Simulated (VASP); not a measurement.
# Ir (Fm-3m) in VASP: a series of runs

The runs below take Ir through single point, relaxation of cell and atoms, with PBEsol, LDA.

Everything below comes from runs of VASP 6.6.1. Logs are shortened: lines on timing, memory, paths and dates and some standing lists are left out, and cuts for length are marked.

### Step 1. The cell of the first run

It takes space group Fm-3m (No. 225, cubic). Conventional cell: a = 3.831 Å, b = 3.831 Å, c = 3.831 Å, α = 90.00°, β = 90.00°, γ = 90.00°. Ir (site symmetry m-3m) has 12 Ir at 2.71 Å within 3.6 Å.

### Step 2. Single point, PBEsol

Input file INCAR:

```
PREC     = Accurate       # precision mode
ENCUT    = 520            # plane-wave cutoff, eV
EDIFF    = 1E-6           # SCF threshold, eV
ISMEAR   = -1             # smearing method
SIGMA    = 0.05           # smearing width, eV
LREAL    = F              # projectors in reciprocal space
LASPH    = T              # aspherical terms in the spheres
NELM     = 80             # most SCF steps
ALGO     = Normal         # electronic algorithm
ISIF     = 2              # what is computed and relaxed
LWAVE    = F              # write WAVECAR
LCHARG   = F              # write CHGCAR
GGA      = PS             # functional
NBANDS   = 10             # bands
```

Input file KPOINTS:

```
regular mesh
0
Gamma
  12 12 12
```

Input file POSCAR:

```
Ir
1.0
    0.0000000000      1.9156000000      1.9156000000
    1.9156000000      0.0000000000      1.9156000000
    1.9156000000      1.9156000000      0.0000000000
Ir
1
Direct
    0.0000000000      0.0000000000      0.0000000000
```

Potentials or basis: VASP PAW PBE potentials, release 64 (Ir).

On the command line:

```console
$ cat potpaw_PBE.64/Ir/POTCAR > POTCAR
$ mpirun -np 1 vasp_std > vasp.out
```

OUTCAR:

```text
PREC = Accurate
   ENCUT = 520
   EDIFF = 1E-6
   ISMEAR = -1
   LREAL = F
   LASPH = T
   NELM = 80
   ISIF = 2
   GGA = PS

 ion  position               nearest neighbor table
   1  0.000  0.000  0.000-

  LATTYP: Found a face centered cubic cell.
 ALAT       =     3.8312000000

  Lattice vectors:

 A1 = (   0.0000000000,   1.9156000000,   1.9156000000)
 A2 = (   1.9156000000,   0.0000000000,   1.9156000000)
 A3 = (   1.9156000000,   1.9156000000,   0.0000000000)

Analysis of symmetry for initial positions (statically):
[... 5 lines left out ...]
 face centered cubic supercell.

 Subroutine GETGRP returns: Found 48 space group operations
 (whereof 48 operations were pure point group operations)
 out of a pool of 48 trial point group operations.

The static configuration has the point symmetry O_h .

Analysis of symmetry for dynamics (positions and initial velocities):
[... 5 lines left out ...]
 face centered cubic supercell.

 Subroutine GETGRP returns: Found 48 space group operations
 (whereof 48 operations were pure point group operations)
 out of a pool of 48 trial point group operations.

The dynamic configuration has the point symmetry O_h .

 Subroutine INISYM returns: Found 48 space group operations
 (whereof 48 operations are pure point group operations),
 and found     1 'primitive' translations

----------------------------------------------------------------------------------------

                                     Primitive cell

  volume of cell :      14.0587

  direct lattice vectors                    reciprocal lattice vectors
     0.000000000  1.915600000  1.915600000    -0.261014826  0.261014826  0.261014826
     1.915600000  0.000000000  1.915600000     0.261014826 -0.261014826  0.261014826
     1.915600000  1.915600000  0.000000000     0.261014826  0.261014826 -0.261014826

  length of vectors
     2.709067500  2.709067500  2.709067500     0.452090940  0.452090940  0.452090940

  position of ions in fractional coordinates (direct lattice)
     0.000000000  0.000000000  0.000000000

  ion indices of the primitive-cell ions
   primitive index   ion index
                 1           1

----------------------------------------------------------------------------------------

 KPOINTS: regular mesh

Automatic generation of k-mesh.
 Grid dimensions read from file:
 generate k-points for:   12   12   12

 Generating k-lattice:

  Cartesian coordinates                     Fractional coordinates (reciprocal lattice)
    -0.021751235  0.021751235  0.021751235     0.083333333  0.000000000  0.000000000
     0.021751235 -0.021751235  0.021751235     0.000000000  0.083333333  0.000000000
     0.021751235  0.021751235 -0.021751235     0.000000000  0.000000000  0.083333333

  Length of vectors
     0.037674245  0.037674245  0.037674245

  Shift w.r.t. Gamma in fractional coordinates (k-lattice)
     0.000000000  0.000000000  0.000000000

 Subroutine IBZKPT returns following result:
 ===========================================

 Found     72 irreducible k-points:

 Following reciprocal coordinates:
            Coordinates               Weight
  0.000000  0.000000  0.000000      1.000000
  0.083333  0.000000  0.000000      8.000000
  0.166667  0.000000  0.000000      8.000000
  0.250000  0.000000  0.000000      8.000000
  0.333333  0.000000  0.000000      8.000000
  0.416667  0.000000  0.000000      8.000000
[... 16 lines left out ...]
  0.500000  0.166667  0.000000     24.000000
 -0.416667  0.166667  0.000000     24.000000
 [... further k-points ...]
   k-points           NKPTS =     72   k-points in BZ     NKDIM =     72   number of bands    NBANDS=     10
   number of dos      NEDOS =    301   number of ions     NIONS =      1
   total plane-waves  NPLWV =   8000
   dimension x,y,z NGX =    20 NGY =   20 NGZ =   20
   dimension x,y,z NGXF=    40 NGYF=   40 NGZF=   40
   ions per type =               1
   NGX,Y,Z   is equivalent  to a cutoff of  12.27, 12.27, 12.27 a.u.
   NGXF,Y,Z  is equivalent  to a cutoff of  24.55, 24.55, 24.55 a.u.
 SYSTEM =  unknown system
   PREC   = accura    normal or accurate (medium, high low for compatibility)
   ISTART =      0    job   : 0-new  1-cont  2-samecut
   ICHARG =      2    charge: 1-file 2-atom 10-const
   ISPIN  =      1    spin polarized calculation?
   LNONCOLLINEAR =      F non collinear calculations
   LSORBIT =      F    spin-orbit coupling
   LASPH  =      T    aspherical Exc in radial PAW
   ENCUT  =  520.0 eV  38.22 Ry    6.18 a.u.   5.04  5.04  5.04*2*pi/ulx,y,z
   NELM   =     80;   NELMIN=  2; NELMDL= -5     # of ELM steps
   EDIFF  = 0.1E-05   stopping-criterion for ELM
   LREAL  =      F    real-space projection
   EDIFFG = 0.1E-04   stopping-criterion for IOM
   NSW    =      0    number of steps for IOM
   IBRION =     -1    ionic relax: 0-MD 1-quasi-New 2-CG
   NFREE  =      0    steps in history (QN), initial steepest desc. (CG)
   ISIF   =      2    stress and relaxation
   ISYM   =      2    0-nonsym 1-usesym 2-fastsym
   POTIM  = 0.5000    time-step for ionic-motion
   TEBEG  =    0.0;   TEEND  =   0.0 temperature during run
   PSTRESS=    0.0 pullay stress
   NELECT =       9.0000    total number of electrons
   NUPDOWN=      -1.0000    fix difference up-down
   EMIN   =  10.00;   EMAX   =-10.00  energy-range for DOS
[... 5 lines left out ...]
     AMIX     =   0.40;   BMIX     =  1.00
     AMIX_MAG =   1.60;   BMIX_MAG =  1.00
  volume/ion in A,a.u.               =      14.06        94.87
  Fermi-wavevector in a.u.,A,eV,Ry     =   1.410937  2.666284 27.085691  1.990742
  Thomas-Fermi vector in A             =   2.532839
   LORBIT       =      0    0 simple, 1 ext, 2 COOP (PROOUT), +10 PAW based schemes
   GGA     = PS    functional components
   LHFCALC =     F    Hartree Fock is set to
   AEXX    =    0.0000 exact exchange contribution
   IVDW    =     0    specifies the selected vdW correction
   LEPSILON=     F    determine dielectric tensor
   LRPA    =     F    only Hartree local field effects (RPA)
 non-spin polarized calculation
  energy-cutoff  :      520.00
  volume of cell :       14.06
 maximum number of plane-waves:       388
   NGX =  9   NGY =  9   NGZ =  9

 number of electron       9.0000000 magnetization

 Free energy of the ion-electron system (eV)
  ---------------------------------------------------
  ext. energy  EPLUGINS =         0.00000000
  ---------------------------------------------------
  free energy    TOTEN  =        -9.84078889 eV

  energy without entropy =       -9.83603093  energy(sigma->0) =       -9.83840991

 E-fermi :  10.3894     XC(G=0): -14.1392

 val. band max:       10.3651322891   @ k =   0.3333   0.0833   0.0000
 cond. band min:      10.3900715665   @ k =  -0.2500   0.0833   0.0000
 fundamental gap:      0.0249392774
 Fermi energy:        10.3893921986

 k-point     1 :       0.0000    0.0000    0.0000
  band No.  band energies     occupation
      1      -0.9031      2.00000
      2       6.4126      2.00000
      3       6.4126      2.00000
      4       6.4126      2.00000
      5       9.1518      2.00000
      6       9.1518      2.00000
      7      24.6655      0.00000
      8      30.2719      0.00000
      9      30.2719      0.00000
     10      30.2719      0.00000

 k-point     2 :       0.0833    0.0000    0.0000
  band No.  band energies     occupation
      1      -0.5946      2.00000
      2       6.2512      2.00000
      3       6.5440      2.00000
      4       6.5440      2.00000
      5       9.0695      2.00000
      6       9.0695      2.00000
      7      25.1950      0.00000
      8      28.8164      0.00000
      9      30.7820      0.00000
     10      30.7820      0.00000

 k-point     3 :       0.1667    0.0000    0.0000
  band No.  band energies     occupation
      1       0.2524      2.00000
      2       5.9258      2.00000
      3       6.8117      2.00000
      4       6.8117      2.00000
      5       8.9901      2.00000
      6       8.9901      2.00000
      7      26.2516      0.00000
      8      26.7048      0.00000
      9      32.2053      0.00000
     10      32.2053      0.00000

 k-point     4 :       0.2500    0.0000    0.0000
  band No.  band energies     occupation
      1       1.3220      2.00000
      2       5.8898      2.00000
      3       6.8635      2.00000
      4       6.8635      2.00000
      5       9.3299      2.00000
      6       9.3299      2.00000
      7      24.1309      0.00000
      8      27.1585      0.00000
      9      34.1085      0.00000
     10      34.1090      0.00000

 k-point     5 :       0.3333    0.0000    0.0000
  band No.  band energies     occupation
      1       2.0048      2.00000
      2       6.6384      2.00000
      3       6.6384      2.00000
      4       6.7807      2.00000
      5      10.1268      1.98958
      6      10.1268      1.98958
      7      21.6411      0.00000
      8      25.8673      0.00000
      9      33.0036      0.00000
     10      33.0036      0.00000

 k-point     6 :       0.4167    0.0000    0.0000
  band No.  band energies     occupation
      1       2.1501      2.00000
      2       6.4032      2.00000
      3       6.4032      2.00000
      4       8.4812      2.00000
      5      10.9273      0.00004
      6      10.9273      0.00004
      7      19.0092      0.00000
      8      24.6090      0.00000
      9      30.9476      0.00000
     10      30.9476      0.00000
[... 183 lines left out ...]
 k-point    21 :       0.3333    0.1667    0.0000
  band No.  band energies     occupation
      1       2.4925      2.00000
      2       4.8908      2.00000
      3       6.4794      2.00000
      4       7.7346      2.00000
      5       9.6897      2.00000
      6      10.5424      0.08955
      7      24.1104      0.00000
      8      27.9062      0.00000
      9      29.4172      0.00000
     10      31.2729      0.00000

 k-point    22 :       0.4167    0.1667    0.0000
  band No.  band energies     occupation
      1       2.9426      2.00000
      2       5.4738      2.00000
      3       6.1786      2.00000
      4       7.5026      2.00000
      5      11.1846      0.00000
      6      11.5076      0.00000
      7      20.8368      0.00000
      8      26.5946      0.00000
      9      28.7143      0.00000
     10      30.8718      0.00000

 k-point    23 :       0.5000    0.1667    0.0000
  band No.  band energies     occupation
      1       3.0271      2.00000
      2       5.5128      2.00000
      3       6.9671      2.00000
      4       7.2613      2.00000
      5      11.3472      0.00000
      6      13.5398      0.00000
      7      17.9302      0.00000
      8      25.8515      0.00000
      9      28.7213      0.00000
     10      29.2575      0.00000

 k-point    24 :      -0.4167    0.1667    0.0000
  band No.  band energies     occupation
      1       3.0984      2.00000
      2       5.5383      2.00000
      3       7.1479      2.00000
      4       7.3083      2.00000
      5      10.8130      0.00042
      6      14.1362      0.00000
      7      17.6173      0.00000
      8      25.6758      0.00000
      9      27.9437      0.00000
     10      29.9686      0.00000

 [... further k-points ...]
[... 5 lines left out ...]
  --------------------------------------------------------------------------------------
  -------------------------------------------------------------------------------------
  Total        0.0265998      0.0265998      0.0265998      0.0000000      0.0000000      0.0000000
  in kB        3.0314049      3.0314049      3.0314049      0.0000000      0.0000000      0.0000000
  external PRESSURE =       3.0314049 kB  Pullay stress =       0.0000000 kB

 VOLUME and BASIS-vectors are now :
 -----------------------------------------------------------------------------
  energy-cutoff  :      520.00
  volume of cell :       14.06
      direct lattice vectors                 reciprocal lattice vectors
     0.000000000  1.915600000  1.915600000    -0.261014826  0.261014826  0.261014826
     1.915600000  0.000000000  1.915600000     0.261014826 -0.261014826  0.261014826
     1.915600000  1.915600000  0.000000000     0.261014826  0.261014826 -0.261014826

 POSITION                                       TOTAL-FORCE (eV/Angst)
 -----------------------------------------------------------------------------------
      0.00000      0.00000      0.00000         0.000000      0.000000      0.000000
 -----------------------------------------------------------------------------------
    total drift:                               -0.000000      0.000000      0.000000

  FREE ENERGIE OF THE ION-ELECTRON SYSTEM (eV)
  ---------------------------------------------------
  free  energy   TOTEN  =        -9.8407888915 eV

  energy  without entropy=       -9.8360309308  energy(sigma->0) =       -9.83840991
```

Wall time 7.1 s (1 thread of Intel Xeon Platinum 8259CL at 2.50GHz (Skylake/Cascade Lake), shared host); peak memory 0.13 GiB.

Results:

```yaml
Free_energy: -9.8408 eV
Pressure: 0.3 GPa
```

Caveat: the PAW data sets were made with another functional, which shifts forces and pressure a little; spin-orbit coupling is left out, which moves the levels of the heavy elements.

[end of part 1 of 2]
